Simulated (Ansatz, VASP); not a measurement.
**Two plane-wave programs on Al**

```
CELL_PARAMETERS angstrom
-1.41310 1.41310 4.67563
1.41310 -1.41310 4.67563
1.41310 1.41310 -4.67563
ATOMIC_POSITIONS crystal
Al 0.35677 0.35677 0.00000
Al 0.64323 0.64323 0.00000
```

Alike in both runs: task single point; functional PBE; k mesh 26 × 26 × 26; occupations gaussian, width 0.1 eV; no spin polarisation.

```csv
,VASP,Ansatz
version,VASP 6.6.1,Ansatz 0.2.0
potentials or method,"VASP PAW PBE potentials, release 64 (Al), cutoff 520 eV","scalar-relativistic, plane waves, PAW"
valence electrons in the cell,6,6
```

|  | VASP | Ansatz | Ansatz less VASP |
| --- | --- | --- | --- |
| gap on the k mesh at the Fermi level (eV) | none | none | - |
| pressure (GPa) | 0.0 | 0.0 | +0.03 |

A gap of «none» marks a metal or a gap that the smearing closes. With one functional, cell and mesh, what is left measures potentials, basis and numerics.
